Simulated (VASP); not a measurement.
# SnO2 (P4_2/mnm) in VASP: settings compared

SnO2 is run at these levels: PBE, revPBE; tasks: single point, relaxation of cell and atoms.

Program: VASP 6.6.1. These are calculated values, not measurements. Logs are shortened: lines on timing, memory, paths and dates and some standing lists are left out, and cuts for length are marked.

## Step 1: The cell of the first run

It takes space group P4_2/mnm (No. 136, tetragonal). The conventional cell has a = 4.831 Å, b = 4.831 Å, c = 3.249 Å, α = 90.00°, β = 90.00°, γ = 90.00°. Within 2.8 Å of Sn (site symmetry mmm) lie 6 O at 2.09 to 2.10 Å. Within 2.8 Å of O (site symmetry m2m) lie 3 Sn at 2.09 to 2.10 Å and 1 O at 2.64 Å.

## Step 2: Single point, PBE, non-collinear spin, zero start, spin-orbit coupling

File INCAR:

```
PREC = Accurate ; ENCUT = 520
EDIFF = 1E-7 ; ISMEAR = -1
SIGMA = 0.05 ; LREAL = F
LASPH = T ; NELM = 150
ALGO = Normal ; ISIF = 2
LWAVE = F ; LCHARG = F
MAGMOM = 0 0 0 0 0 0 0 0 0 0 0 0 0 0 0 0 0 0 ; LORBIT = 11
LSORBIT = T ; GGA_COMPAT = F
LORBMOM = T ; GGA = PE
NBANDS = 68
```

File KPOINTS:

```
regular mesh
0
Gamma
  6 6 8
```

File POSCAR:

```
SnO2
1.0
    4.8309255526      0.0000000000      0.0000000000
    0.0000000000      4.8309255526      0.0000000000
    0.0000000000      0.0000000000      3.2489962586
Sn O
2 4
Direct
    0.5000000000      0.5000000000      0.5000000000
    0.0000000000      0.0000000000      0.0000000000
    0.8071000000      0.1929000000      0.5000000000
    0.6929000000      0.6929000000      0.0000000000
    0.1929000000      0.8071000000      0.5000000000
    0.3071000000      0.3071000000      0.0000000000
```

Potentials or basis: VASP PAW PBE potentials, release 64 (Sn_d, O).

Started as:

```console
$ cat potpaw_PBE.64/Sn_d/POTCAR potpaw_PBE.64/O/POTCAR > POTCAR
$ mpirun -np 1 vasp_ncl > vasp.out
```

OUTCAR:

```text
PREC = Accurate
   ENCUT = 520
   EDIFF = 1E-7
   ISMEAR = -1
   LREAL = F
   LASPH = T
   NELM = 150
   ISIF = 2
   LORBIT = 11
   LSORBIT = T
   GGA = PE

 ion  position               nearest neighbor table
   1  0.500  0.500  0.500-   4 2.09   6 2.09   4 2.09   6 2.09   5 2.10   3 2.10
   2  0.000  0.000  0.000-   3 2.09   5 2.09   3 2.09   5 2.09   4 2.10   6 2.10
   3  0.807  0.193  0.500-   2 2.09   2 2.09   1 2.10
   4  0.693  0.693  0.000-   1 2.09   1 2.09   2 2.10
   5  0.193  0.807  0.500-   2 2.09   2 2.09   1 2.10
   6  0.307  0.307  0.000-   1 2.09   1 2.09   2 2.10

  LATTYP: Found a simple tetragonal cell.
 ALAT       =     4.8309255526
 C/A-ratio  =     0.6725411566

  Lattice vectors:

 A1 = (   4.8309255526,   0.0000000000,   0.0000000000)
 A2 = (   0.0000000000,   4.8309255526,   0.0000000000)
 A3 = (   0.0000000000,   0.0000000000,   3.2489962586)

Analysis of symmetry for initial positions (statically):
=====================================================================
 Subroutine PRICEL returns:
 Original cell was already a primitive cell.

 Routine SETGRP: Setting up the symmetry group for a
 simple tetragonal supercell.

 Subroutine GETGRP returns: Found 16 space group operations
 (whereof  8 operations were pure point group operations)
 out of a pool of 16 trial point group operations.

The static configuration has the point symmetry D_2h.
 The point group associated with its full space group is D_4h.

Analysis of symmetry for dynamics (positions and initial velocities):
=====================================================================
 Subroutine PRICEL returns:
 Original cell was already a primitive cell.

 Routine SETGRP: Setting up the symmetry group for a
 simple tetragonal supercell.

 Subroutine GETGRP returns: Found 16 space group operations
 (whereof  8 operations were pure point group operations)
 out of a pool of 16 trial point group operations.

The dynamic configuration has the point symmetry D_2h.
 The point group associated with its full space group is D_4h.

Analysis of structural, dynamic, and magnetic symmetry:
=====================================================================
 Subroutine PRICEL returns:
 Original cell was already a primitive cell.

 Routine SETGRP: Setting up the symmetry group for a
 simple tetragonal supercell.

 Subroutine GETGRP returns: Found 16 space group operations
 (whereof  8 operations were pure point group operations)
 out of a pool of 16 trial point group operations.

The overall configuration has the point symmetry D_2h.
 The point group associated with its full space group is D_4h.

 Subroutine INISYM returns: Found 16 space group operations
 (whereof  8 operations are pure point group operations),
 and found     1 'primitive' translations

----------------------------------------------------------------------------------------

                                     Primitive cell

  volume of cell :      75.8246

  direct lattice vectors                    reciprocal lattice vectors
     4.830925553  0.000000000  0.000000000     0.206999671  0.000000000  0.000000000
     0.000000000  4.830925553  0.000000000     0.000000000  0.206999671  0.000000000
     0.000000000  0.000000000  3.248996259     0.000000000  0.000000000  0.307787366

  length of vectors
     4.830925553  4.830925553  3.248996259     0.206999671  0.206999671  0.307787366

  position of ions in fractional coordinates (direct lattice)
     0.500000000  0.500000000  0.500000000
     0.000000000  0.000000000  0.000000000
     0.807100000  0.192900000  0.500000000
     0.692900000  0.692900000  0.000000000
     0.192900000  0.807100000  0.500000000
     0.307100000  0.307100000  0.000000000
[... 138 lines left out ...]
 fundamental gap:      0.6220344894
 Fermi energy:         5.7991113906

 k-point     1 :       0.0000    0.0000    0.0000
  band No.  band energies     occupation
      1     -15.7352      1.00000
      2     -15.7352      1.00000
      3     -15.3382      1.00000
      4     -15.3382      1.00000
      5     -15.2637      1.00000
      6     -15.2637      1.00000
[... 1597 lines left out ...]
     63      14.6743      0.00000
     64      14.6743      0.00000

 [... further k-points ...]

 [bands above 64 left out]

------------------------ aborting loop because EDIFF is reached ----------------------------------------

  FORCE on cell =-STRESS in cart. coord.  units (eV):
  Direction    XX          YY          ZZ          XY          YZ          ZX
  --------------------------------------------------------------------------------------
  -------------------------------------------------------------------------------------
  Total       -0.0685753     -0.0685753     -0.2678377     -0.0000000      0.0000000      0.0000000
  in kB       -1.4490002     -1.4490002     -5.6594266     -0.0000000      0.0000000      0.0000000
  external PRESSURE =      -2.8524757 kB  Pullay stress =       0.0000000 kB

 VOLUME and BASIS-vectors are now :
 -----------------------------------------------------------------------------
  energy-cutoff  :      520.00
  volume of cell :       75.82
      direct lattice vectors                 reciprocal lattice vectors
     4.830925553  0.000000000  0.000000000     0.206999671  0.000000000  0.000000000
     0.000000000  4.830925553  0.000000000     0.000000000  0.206999671  0.000000000
     0.000000000  0.000000000  3.248996259     0.000000000  0.000000000  0.307787366

 POSITION                                       TOTAL-FORCE (eV/Angst)
 -----------------------------------------------------------------------------------
      2.41546      2.41546      1.62450         0.000000      0.000000     -0.000000
      0.00000      0.00000      0.00000         0.000000      0.000000     -0.000000
      3.89904      0.93189      1.62450        -0.045854      0.045854      0.000000
      3.34735      3.34735      0.00000         0.045854      0.045854     -0.000000
      0.93189      3.89904      1.62450         0.045854     -0.045854     -0.000000
      1.48358      1.48358      0.00000        -0.045854     -0.045854      0.000000
 -----------------------------------------------------------------------------------
    total drift:                               -0.000000      0.000000      0.000000

  FREE ENERGIE OF THE ION-ELECTRON SYSTEM (eV)
  ---------------------------------------------------
  free  energy   TOTEN  =       -37.3842128719 eV

  energy  without entropy=      -37.3841985102  energy(sigma->0) =      -37.38420569

 orbital moment (x)

 # of ion     p       d       tot
 ----------------------------------------
  1         0.000   0.000   0.000
  2         0.000   0.000   0.000
  3         0.000   0.000   0.000
  4         0.000   0.000   0.000
  5         0.000   0.000   0.000
  6         0.000   0.000   0.000
 ----------------------------------------
            0.000   0.000   0.000

 orbital moment (y)

 # of ion     p       d       tot
 ----------------------------------------
  1         0.000   0.000   0.000
  2         0.000   0.000   0.000
  3         0.000   0.000   0.000
  4         0.000   0.000   0.000
  5         0.000   0.000   0.000
  6         0.000   0.000   0.000
 ----------------------------------------
            0.000   0.000   0.000

 orbital moment (z)

 # of ion     p       d       tot
 ----------------------------------------
  1         0.000   0.000   0.000
  2         0.000   0.000   0.000
  3         0.000   0.000   0.000
  4         0.000   0.000   0.000
  5         0.000   0.000   0.000
  6         0.000   0.000   0.000
 ----------------------------------------
            0.000   0.000   0.000

 Spin-Orbit-Coupling matrix elements

 Ion:    1  E_soc:     -0.0727492
 l=   1
     0.0000000    -0.0064572    -0.0063568
    -0.0064572     0.0000000    -0.0064572
    -0.0063568    -0.0064572     0.0000000
 l=   2
     0.0000000    -0.0011177     0.0000000    -0.0011177    -0.0045827
    -0.0011177     0.0000000    -0.0034224    -0.0011316    -0.0011545
     0.0000000    -0.0034224     0.0000000    -0.0034224     0.0000000
    -0.0011177    -0.0011316    -0.0034224     0.0000000    -0.0011545
    -0.0045827    -0.0011545     0.0000000    -0.0011545     0.0000000
 l=   3
     0.0000000     0.0000000     0.0000000     0.0000000     0.0000000     0.0000000     0.0000000
     0.0000000     0.0000000     0.0000000     0.0000000     0.0000000     0.0000000     0.0000000
     0.0000000     0.0000000     0.0000000     0.0000000     0.0000000     0.0000000     0.0000000
     0.0000000     0.0000000     0.0000000     0.0000000     0.0000000     0.0000000     0.0000000
[... 89 lines left out ...]
 l=   2
     0.0000000     0.0000000     0.0000000     0.0000000     0.0000000
     0.0000000     0.0000000     0.0000000     0.0000000     0.0000000
     0.0000000     0.0000000     0.0000000     0.0000000     0.0000000
     0.0000000     0.0000000     0.0000000     0.0000000     0.0000000
     0.0000000     0.0000000     0.0000000     0.0000000     0.0000000
 l=   3
     0.0000000     0.0000000     0.0000000     0.0000000     0.0000000     0.0000000     0.0000000
     0.0000000     0.0000000     0.0000000     0.0000000     0.0000000     0.0000000     0.0000000
     0.0000000     0.0000000     0.0000000     0.0000000     0.0000000     0.0000000     0.0000000
     0.0000000     0.0000000     0.0000000     0.0000000     0.0000000     0.0000000     0.0000000
     0.0000000     0.0000000     0.0000000     0.0000000     0.0000000     0.0000000     0.0000000
     0.0000000     0.0000000     0.0000000     0.0000000     0.0000000     0.0000000     0.0000000
     0.0000000     0.0000000     0.0000000     0.0000000     0.0000000     0.0000000     0.0000000

 total charge

# of ion       s       p       d       tot
------------------------------------------
    1        0.880   1.021  10.324  12.226
    2        0.880   1.021  10.324  12.226
    3        1.561   3.478   0.000   5.038
    4        1.561   3.478   0.000   5.038
    5        1.561   3.478   0.000   5.038
    6        1.561   3.478   0.000   5.038
--------------------------------------------------
tot          8.004  15.952  20.648  44.605

 magnetization (x)

# of ion       s       p       d       tot
------------------------------------------
    1        0.000   0.000   0.000   0.000
    2        0.000   0.000   0.000   0.000
    3        0.000   0.000   0.000   0.000
    4        0.000   0.000   0.000   0.000
    5        0.000   0.000   0.000   0.000
    6        0.000   0.000   0.000   0.000
--------------------------------------------------
tot          0.000   0.000   0.000   0.000

 magnetization (y)

# of ion       s       p       d       tot
------------------------------------------
    1        0.000   0.000   0.000   0.000
    2        0.000   0.000   0.000   0.000
    3        0.000   0.000   0.000   0.000
    4        0.000   0.000   0.000   0.000
    5        0.000   0.000   0.000   0.000
    6        0.000   0.000   0.000   0.000
--------------------------------------------------
tot          0.000   0.000   0.000   0.000

 magnetization (z)

# of ion       s       p       d       tot
------------------------------------------
    1        0.000   0.000   0.000   0.000
    2       -0.000   0.000   0.000  -0.000
    3        0.000   0.000   0.000   0.000
    4        0.000   0.000   0.000   0.000
    5        0.000   0.000   0.000   0.000
    6        0.000   0.000   0.000   0.000
--------------------------------------------------
tot          0.000   0.000   0.000   0.000
```

Wall time 11 min (1 thread of Oxide Virtual Turin-like, shared host); peak memory 0.49 GiB.

Results:

| Quantity | Value |
| --- | --- |
| Free energy | -37.3842 eV |
| Pressure | -0.3 GPa |
| Largest force | 0.065 eV/Å |
| Net moment | 0.00 μB per cell |
| Valence electrons inside the program's atomic spheres | Sn 12.23; O 5.04 |

Forces on the atoms (eV/Å):
```
Sn   0.000  0.000  0.000
Sn   0.000  0.000  0.000
O   -0.046  0.046  0.000
O    0.046  0.046  0.000
O    0.046 -0.046  0.000
O   -0.046 -0.046  0.000
```

Moments on the atoms (μB; x, y, z):
```
Sn  0.00 0.00 0.00
Sn  0.00 0.00 0.00
O   0.00 0.00 0.00
O   0.00 0.00 0.00
O   0.00 0.00 0.00
O   0.00 0.00 0.00
```

(Continued in part 2 of 3.)
